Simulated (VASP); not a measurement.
# Ge (P6_3/mmc) in VASP: notebook

Runs on Ge. Level: PBE. Tasks: single point.

All numbers are computed with VASP 6.6.1; they aren't measurements. Logs are shortened: lines on timing, memory, paths and dates and some standing lists are left out, and cuts for length are marked.

## 1. The cell of the first run

It takes space group P6_3/mmc (No. 194, hexagonal). The conventional cell has a = 4.119 Å, b = 4.119 Å, c = 6.893 Å, α = 90.00°, β = 90.00°, γ = 120.00°. Within 3.3 Å of Ge (site symmetry 3m) lie 4 Ge at 2.53 to 2.58 Å.

This isn't the form of Ge at room conditions, which is diamond.

## 2. Single point, PBE (strain +0.015 along x and y, +0.030 along z)

Input file INCAR:

```
SYSTEM = Ge
PREC = Accurate
ENCUT = 520
EDIFF = 1E-6
ISMEAR = 0
SIGMA = 0.15
LREAL = .False.
LASPH = .True.
NELM = 60
ALGO = Normal
ISIF = 2
LWAVE = .False.
LCHARG = .False.
GGA = PE
NBANDS = 36
```

Input file KPOINTS:

```
regular mesh
0
Gamma
  12 12 8
  0 0 0
```

Input file POSCAR:

```
Ge
1.0
    4.1190290583      0.0000000000      0.0000000000
   -2.0595145292      3.5671838034      0.0000000000
    0.0000000000      0.0000000000      6.8933040382
Ge
4
Direct
    0.6666666667      0.3333333333      0.0627911807
    0.3333333333      0.6666666667      0.5627911807
    0.6666666667      0.3333333333      0.4372088193
    0.3333333333      0.6666666667      0.9372088193
```

Potentials or basis: VASP PAW PBE potentials, release 64 (Ge_d).

Run with:

```console
$ cat potpaw_PBE.64/Ge_d/POTCAR > POTCAR
$ mpirun -np 1 vasp_std > vasp.out
```

OUTCAR:

```text
SYSTEM = Ge
   PREC = Accurate
   ENCUT = 520
   EDIFF = 1E-6
   ISMEAR = 0
   LREAL = .False.
   LASPH = .True.
   NELM = 60
   ISIF = 2
   GGA = PE

 ion  position               nearest neighbor table
   1  0.667  0.333  0.063-   4 2.53   4 2.53   4 2.53   3 2.58
   2  0.333  0.667  0.563-   3 2.53   3 2.53   3 2.53   4 2.58
   3  0.667  0.333  0.437-   2 2.53   2 2.53   2 2.53   1 2.58
   4  0.333  0.667  0.937-   1 2.53   1 2.53   1 2.53   2 2.58

  LATTYP: Found a hexagonal cell.
 ALAT       =     4.1190290583
 C/A-ratio  =     1.6735264405

  Lattice vectors:

 A1 = (   4.1190290583,   0.0000000000,   0.0000000000)
 A2 = (  -2.0595145292,   3.5671838034,   0.0000000000)
 A3 = (   0.0000000000,   0.0000000000,   6.8933040382)

Analysis of symmetry for initial positions (statically):
=====================================================================
 Subroutine PRICEL returns:
 Original cell was already a primitive cell.

 Routine SETGRP: Setting up the symmetry group for a
 hexagonal supercell.

 Subroutine GETGRP returns: Found 24 space group operations
 (whereof 12 operations were pure point group operations)
 out of a pool of 24 trial point group operations.

The static configuration has the point symmetry D_3d.
 The point group associated with its full space group is D_6h.

Analysis of symmetry for dynamics (positions and initial velocities):
=====================================================================
 Subroutine PRICEL returns:
 Original cell was already a primitive cell.

 Routine SETGRP: Setting up the symmetry group for a
 hexagonal supercell.

 Subroutine GETGRP returns: Found 24 space group operations
 (whereof 12 operations were pure point group operations)
 out of a pool of 24 trial point group operations.

The dynamic configuration has the point symmetry D_3d.
 The point group associated with its full space group is D_6h.

 Subroutine INISYM returns: Found 24 space group operations
 (whereof 12 operations are pure point group operations),
 and found     1 'primitive' translations

----------------------------------------------------------------------------------------

                                     Primitive cell

  volume of cell :     101.2856

  direct lattice vectors                    reciprocal lattice vectors
     4.119029058  0.000000000  0.000000000     0.242775660  0.140166593  0.000000000
    -2.059514529  3.567183803  0.000000000     0.000000000  0.280333186  0.000000000
     0.000000000  0.000000000  6.893304038     0.000000000  0.000000000  0.145068315

  length of vectors
     4.119029058  4.119029058  6.893304038     0.280333186  0.280333186  0.145068315

  position of ions in fractional coordinates (direct lattice)
     0.666666667  0.333333333  0.062791181
     0.333333333  0.666666667  0.562791181
     0.666666667  0.333333333  0.437208819
     0.333333333  0.666666667  0.937208819

  ion indices of the primitive-cell ions
   primitive index   ion index
                 1           1
                 2           2
                 3           3
                 4           4

----------------------------------------------------------------------------------------

 KPOINTS: regular mesh

Automatic generation of k-mesh.
 Grid dimensions read from file:
 generate k-points for:   12   12    8

 Generating k-lattice:

  Cartesian coordinates                     Fractional coordinates (reciprocal lattice)
     0.020231305  0.011680549  0.000000000     0.083333333  0.000000000  0.000000000
     0.000000000  0.023361099  0.000000000     0.000000000  0.083333333  0.000000000
     0.000000000  0.000000000  0.018133539     0.000000000  0.000000000  0.125000000

  Length of vectors
     0.023361099  0.023361099  0.018133539

  Shift w.r.t. Gamma in fractional coordinates (k-lattice)
     0.000000000  0.000000000  0.000000000

 Subroutine IBZKPT returns following result:
 ===========================================

 Found     95 irreducible k-points:

 Following reciprocal coordinates:
            Coordinates               Weight
  0.000000  0.000000  0.000000      1.000000
  0.083333  0.000000  0.000000      6.000000
  0.166667  0.000000  0.000000      6.000000
  0.250000  0.000000  0.000000      6.000000
  0.333333  0.000000  0.000000      6.000000
  0.416667  0.000000  0.000000      6.000000
[... 16 lines left out ...]
  0.250000  0.000000  0.125000     12.000000
  0.333333  0.000000  0.125000     12.000000
 [... further k-points ...]
   k-points           NKPTS =     95   k-points in BZ     NKDIM =     95   number of bands    NBANDS=     36
   number of dos      NEDOS =    301   number of ions     NIONS =      4
   total plane-waves  NPLWV =  55296
   dimension x,y,z NGX =    32 NGY =   32 NGZ =   54
   dimension x,y,z NGXF=    64 NGYF=   64 NGZF=  108
   ions per type =               4
   NGX,Y,Z   is equivalent  to a cutoff of  12.92, 12.92, 13.02 a.u.
   NGXF,Y,Z  is equivalent  to a cutoff of  25.83, 25.83, 26.05 a.u.
 SYSTEM =  Ge
   PREC   = accura    normal or accurate (medium, high low for compatibility)
   ISTART =      0    job   : 0-new  1-cont  2-samecut
   ICHARG =      2    charge: 1-file 2-atom 10-const
   ISPIN  =      1    spin polarized calculation?
   LNONCOLLINEAR =      F non collinear calculations
   LSORBIT =      F    spin-orbit coupling
   LASPH  =      T    aspherical Exc in radial PAW
   ENCUT  =  520.0 eV  38.22 Ry    6.18 a.u.   7.66  7.66 12.82*2*pi/ulx,y,z
   NELM   =     60;   NELMIN=  2; NELMDL= -5     # of ELM steps
   EDIFF  = 0.1E-05   stopping-criterion for ELM
   LREAL  =      F    real-space projection
[... 7 lines left out ...]
   TEBEG  =    0.0;   TEEND  =   0.0 temperature during run
   PSTRESS=    0.0 pullay stress
   NELECT =      56.0000    total number of electrons
   NUPDOWN=      -1.0000    fix difference up-down
   EMIN   =  10.00;   EMAX   =-10.00  energy-range for DOS
   EFERMI =   0.00;   METHOD = LEGACY
   ISMEAR =     0;   SIGMA  =   0.15  broadening in eV -4-tet -1-fermi 0-gaus
   EFERMI_NEDOS =   21; number of points for ismear=-14 and -15
   IALGO  =     38    algorithm
   IMIX   =      4    mixing-type and parameters
     AMIX     =   0.40;   BMIX     =  1.00
     AMIX_MAG =   1.60;   BMIX_MAG =  1.00
  volume/ion in A,a.u.               =      25.32       170.88
  Fermi-wavevector in a.u.,A,eV,Ry     =   1.343656  2.539143 24.564131  1.805413
  Thomas-Fermi vector in A             =   2.471713
   LORBIT       =      0    0 simple, 1 ext, 2 COOP (PROOUT), +10 PAW based schemes
   GGA     = PE    functional components
   LHFCALC =     F    Hartree Fock is set to
   AEXX    =    0.0000 exact exchange contribution
   IVDW    =     0    specifies the selected vdW correction
   LEPSILON=     F    determine dielectric tensor
   LRPA    =     F    only Hartree local field effects (RPA)
 non-spin polarized calculation
 Gauss-broadening in eV      SIGMA  =   0.15
  energy-cutoff  :      520.00
  volume of cell :      101.29
 maximum number of plane-waves:      2756
 NGX is ok and might be reduce to    32
   NGX = 15   NGY = 15   NGZ = 25

 number of electron      56.0000022 magnetization

 Free energy of the ion-electron system (eV)
  ---------------------------------------------------
  ext. energy  EPLUGINS =         0.00000000
  ---------------------------------------------------
  free energy    TOTEN  =       -17.93879397 eV

  energy without entropy =      -17.93708144  energy(sigma->0) =      -17.93793770

 E-fermi :   4.0231     XC(G=0):  -9.4000

 val. band max:        4.0170707289   @ k =   0.0000   0.0000   0.1250
 cond. band min:       4.0995494022   @ k =   0.0000   0.0000   0.0000
 fundamental gap:      0.0824786733
 Fermi energy:         4.0230845992

 k-point     1 :       0.0000    0.0000    0.0000
  band No.  band energies     occupation
      1     -20.7567      2.00000
      2     -20.7567      2.00000
      3     -20.7302      2.00000
      4     -20.7302      2.00000
      5     -20.7185      2.00000
      6     -20.7099      2.00000
[... 28 lines left out ...]
     35       8.3465      0.00000
     36      10.0060      0.00000

 k-point     2 :       0.0833    0.0000    0.0000
  band No.  band energies     occupation
      1     -20.7596      2.00000
      2     -20.7578      2.00000
      3     -20.7320      2.00000
      4     -20.7301      2.00000
      5     -20.7228      2.00000
      6     -20.7061      2.00000
[... 28 lines left out ...]
     35       8.6234      0.00000
     36      10.4201      0.00000

 k-point     3 :       0.1667    0.0000    0.0000
  band No.  band energies     occupation
      1     -20.7647      2.00000
      2     -20.7600      2.00000
      3     -20.7360      2.00000
      4     -20.7300      2.00000
      5     -20.7289      2.00000
      6     -20.6999      2.00000
[... 28 lines left out ...]
     35       9.3469      0.00000
     36       9.8591      0.00000

 k-point     4 :       0.2500    0.0000    0.0000
  band No.  band energies     occupation
      1     -20.7679      2.00000
      2     -20.7621      2.00000
      3     -20.7401      2.00000
      4     -20.7375      2.00000
      5     -20.7254      2.00000
      6     -20.6951      2.00000
[... 28 lines left out ...]
     35       9.7682      0.00000
     36      10.3260      0.00000

 k-point     5 :       0.3333    0.0000    0.0000
  band No.  band energies     occupation
      1     -20.7680      2.00000
      2     -20.7634      2.00000
      3     -20.7446      2.00000
      4     -20.7432      2.00000
      5     -20.7192      2.00000
      6     -20.6920      2.00000
[... 655 lines left out ...]
 k-point    22 :       0.1667    0.0000    0.1250
  band No.  band energies     occupation
      1     -20.7636      2.00000
      2     -20.7593      2.00000
      3     -20.7373      2.00000
      4     -20.7316      2.00000
      5     -20.7280      2.00000
      6     -20.7003      2.00000
[... 28 lines left out ...]
     35       9.2446      0.00000
     36      10.0600      0.00000

 k-point    23 :       0.2500    0.0000    0.1250
  band No.  band energies     occupation
      1     -20.7667      2.00000
      2     -20.7614      2.00000
      3     -20.7412      2.00000
      4     -20.7369      2.00000
      5     -20.7264      2.00000
      6     -20.6954      2.00000
[... 28 lines left out ...]
     35       9.8973      0.00000
     36      10.2048      0.00000

 k-point    24 :       0.3333    0.0000    0.1250
  band No.  band energies     occupation
      1     -20.7667      2.00000
      2     -20.7627      2.00000
      3     -20.7442      2.00000
      4     -20.7436      2.00000
      5     -20.7203      2.00000
      6     -20.6923      2.00000
[... 28 lines left out ...]
     35      10.6632      0.00000
     36      11.2098      0.00000

 [... further k-points ...]
[... 5 lines left out ...]
  --------------------------------------------------------------------------------------
  -------------------------------------------------------------------------------------
  Total       -1.5135407     -1.5135407     -2.6964908      0.0000000     -0.0000000      0.0000000
  in kB      -23.9418060    -23.9418060    -42.6541941      0.0000000     -0.0000000      0.0000000
  external PRESSURE =     -30.1792687 kB  Pullay stress =       0.0000000 kB

 VOLUME and BASIS-vectors are now :
 -----------------------------------------------------------------------------
  energy-cutoff  :      520.00
  volume of cell :      101.29
      direct lattice vectors                 reciprocal lattice vectors
     4.119029058  0.000000000  0.000000000     0.242775660  0.140166593  0.000000000
    -2.059514529  3.567183803  0.000000000     0.000000000  0.280333186  0.000000000
     0.000000000  0.000000000  6.893304038     0.000000000  0.000000000  0.145068315

 POSITION                                       TOTAL-FORCE (eV/Angst)
 -----------------------------------------------------------------------------------
      2.05951      1.18906      0.43284        -0.000000      0.000000      0.064306
     -0.00000      2.37812      3.87949        -0.000000     -0.000000      0.064306
      2.05951      1.18906      3.01381        -0.000000      0.000000     -0.064306
     -0.00000      2.37812      6.46047         0.000000     -0.000000     -0.064306
 -----------------------------------------------------------------------------------
    total drift:                               -0.000000      0.000000     -0.000000

  FREE ENERGIE OF THE ION-ELECTRON SYSTEM (eV)
  ---------------------------------------------------
  free  energy   TOTEN  =       -17.9387939655 eV

  energy  without entropy=      -17.9370814431  energy(sigma->0) =      -17.93793770
```

It took 5.9 min on 1 thread of Intel Xeon 8259CL, shared host; peak memory 0.37 GiB.

What came out:

```yaml
Free_energy: -17.9388 eV
Pressure: -3.0 GPa
Largest_force: 0.064 eV/Å
Band_gap_on_the_k_mesh: zero (bands 28 and 29 overlap by 0.05 eV)
```

Forces in eV/Å, atoms in the order of the input:
```
Ge   0.000  0.000  0.064
Ge   0.000  0.000  0.064
Ge   0.000  0.000 -0.064
Ge   0.000  0.000 -0.064
```

Caveat: the cell differs from its parent crystal (strain +0.015 along x and y, +0.030 along z); the cell stands under tension; semilocal functionals underestimate gaps, so a narrow gap can read as zero.

## 3. Single point, PBE (strain +0.030 along x and y, +0.015 along z)

Input file INCAR:

```
PREC = Accurate
ENCUT = 520
EDIFF = 1E-6
ISMEAR = 0
SIGMA = 0.15
LREAL = F
LASPH = T
NELM = 60
ALGO = Normal
ISIF = 2
LWAVE = F
LCHARG = T
GGA = PE
LELF = T
LVHAR = T
NBANDS = 36
```

Input file KPOINTS:

```
Automatic mesh
0
Gamma
  12 12 8
```

Input file POSCAR:

```
Ge
1.0
    4.1799014089      0.0000000000      0.0000000000
   -2.0899507045      3.6199008054      0.0000000000
    0.0000000000      0.0000000000      6.7929161153
Ge
4
Direct
    0.6666666667      0.3333333333      0.0627911807
    0.3333333333      0.6666666667      0.5627911807
    0.6666666667      0.3333333333      0.4372088193
    0.3333333333      0.6666666667      0.9372088193
```

Potentials or basis: VASP PAW PBE potentials, release 64 (Ge_d).

Run with:

```console
$ cat potpaw_PBE.64/Ge_d/POTCAR > POTCAR
$ mpirun -np 1 vasp_std > vasp.out
```

OUTCAR:

```text
PREC = Accurate
   ENCUT = 520
   EDIFF = 1E-6
   ISMEAR = 0
   LREAL = F
   LASPH = T
   NELM = 60
   ISIF = 2
   GGA = PE

 ion  position               nearest neighbor table
   1  0.667  0.333  0.063-   3 2.54   4 2.56   4 2.56   4 2.56
   2  0.333  0.667  0.563-   4 2.54   3 2.56   3 2.56   3 2.56
   3  0.667  0.333  0.437-   1 2.54   2 2.56   2 2.56   2 2.56
   4  0.333  0.667  0.937-   2 2.54   1 2.56   1 2.56   1 2.56

  LATTYP: Found a hexagonal cell.
 ALAT       =     4.1799014089
[... 1135 lines left out ...]

  FORCE on cell =-STRESS in cart. coord.  units (eV):
  Direction    XX          YY          ZZ          XY          YZ          ZX
  --------------------------------------------------------------------------------------
  -------------------------------------------------------------------------------------
  Total       -2.7682574     -2.7682574     -1.5786499      0.0000000      0.0000000      0.0000000
  in kB      -43.1517189    -43.1517189    -24.6080647      0.0000000      0.0000000      0.0000000
  external PRESSURE =     -36.9705008 kB  Pullay stress =       0.0000000 kB

 VOLUME and BASIS-vectors are now :
 -----------------------------------------------------------------------------
  energy-cutoff  :      520.00
  volume of cell :      102.78
      direct lattice vectors                 reciprocal lattice vectors
     4.179901409  0.000000000  0.000000000     0.239240093  0.138125332  0.000000000
    -2.089950705  3.619900805  0.000000000     0.000000000  0.276250664  0.000000000
     0.000000000  0.000000000  6.792916115     0.000000000  0.000000000  0.147212181

 POSITION                                       TOTAL-FORCE (eV/Angst)
 -----------------------------------------------------------------------------------
      2.08995      1.20663      0.42654         0.000000      0.000000     -0.116214
     -0.00000      2.41327      3.82299        -0.000000     -0.000000     -0.116214
      2.08995      1.20663      2.96992        -0.000000      0.000000      0.116214
     -0.00000      2.41327      6.36638         0.000000     -0.000000      0.116214
 -----------------------------------------------------------------------------------
    total drift:                                0.000000     -0.000000      0.000000

  FREE ENERGIE OF THE ION-ELECTRON SYSTEM (eV)
  ---------------------------------------------------
  free  energy   TOTEN  =       -17.9071693487 eV

  energy  without entropy=      -17.9055351157  energy(sigma->0) =      -17.90635223
```

OSZICAR:

```text
N       E                     dE             d eps       ncg     rms          rms(c)
DAV:   1     0.497606876683E+03    0.49761E+03   -0.28528E+04  7872   0.409E+03
DAV:   2     0.685698224418E+02   -0.42904E+03   -0.41820E+03  6840   0.810E+02
DAV:   3    -0.132936330559E+02   -0.81863E+02   -0.80893E+02  7496   0.206E+02
DAV:   4    -0.179168915397E+02   -0.46233E+01   -0.46060E+01  8008   0.561E+01
DAV:   5    -0.180156756334E+02   -0.98784E-01   -0.98754E-01  7672   0.921E+00    0.383E+00
DAV:   6    -0.179443466780E+02    0.71329E-01   -0.58570E-02  7968   0.215E+00    0.227E+00
DAV:   7    -0.179029365078E+02    0.41410E-01   -0.71765E-02  7360   0.207E+00    0.179E-01
DAV:   8    -0.179060762675E+02   -0.31398E-02   -0.10874E-02  7612   0.104E+00    0.872E-02
DAV:   9    -0.179070581930E+02   -0.98193E-03   -0.90881E-04  8128   0.124E-01    0.218E-02
DAV:  10    -0.179071572423E+02   -0.99049E-04   -0.14824E-04  8028   0.961E-02    0.791E-03
DAV:  11    -0.179071686695E+02   -0.11427E-04   -0.26608E-05  5956   0.276E-02    0.300E-03
DAV:  12    -0.179071693487E+02   -0.67926E-06   -0.21023E-06  5280   0.175E-02
   1 F= -.17907169E+02 E0= -.17906352E+02  d E =-.163423E-02
```

It took 5.1 min on 1 thread of Intel Xeon 8259CL, shared host; peak memory 0.38 GiB.

What came out:

```yaml
Free_energy: -17.9072 eV
Pressure: -3.7 GPa
Largest_force: 0.116 eV/Å
Band_gap_on_the_k_mesh: zero (bands 28 and 29 overlap by 0.23 eV)
```

Forces on the atoms (eV/Å):
```
Ge   0.000  0.000 -0.116
Ge   0.000  0.000 -0.116
Ge   0.000  0.000  0.116
Ge   0.000  0.000  0.116
```

Caveat: the cell differs from its parent crystal (strain +0.030 along x and y, +0.015 along z); the cell stands under tension; semilocal functionals underestimate gaps, so a narrow gap can read as zero.

(Continued in part 2 of 2.)
